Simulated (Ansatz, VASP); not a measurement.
## Ti in VASP and in Ansatz

```xyz
1
Lattice="0.0000 2.0544 2.0544 2.0544 0.0000 2.0544 2.0544 2.0544 0.0000" Properties=species:S:1:pos:R:3 pbc="T T T"
Ti    0.0000    0.0000    0.0000
```

Alike in both runs: task single point; functional r2SCAN; k mesh 22 × 22 × 22; occupations fermi-dirac, width 0.05 eV; collinear spin.

|  | VASP | Ansatz |
| --- | --- | --- |
| version | VASP 6.6.1 | Ansatz 0.2.0 |
| potentials or method | VASP PAW PBE potentials, release 64 (Ti_sv), cutoff 520 eV | plane waves (500 eV) with PAW, scalar-relativistic |
| valence electrons in the cell | 12 | 12 |

|  | VASP | Ansatz | Ansatz less VASP |
| --- | --- | --- | --- |
| net moment per atom (μB) | 0.00 | 0.00 | 0.000 |

VASP's potentials were made for PBE, not for r2SCAN. Ansatz's warnings: seeded moment not kept, stability check not made.
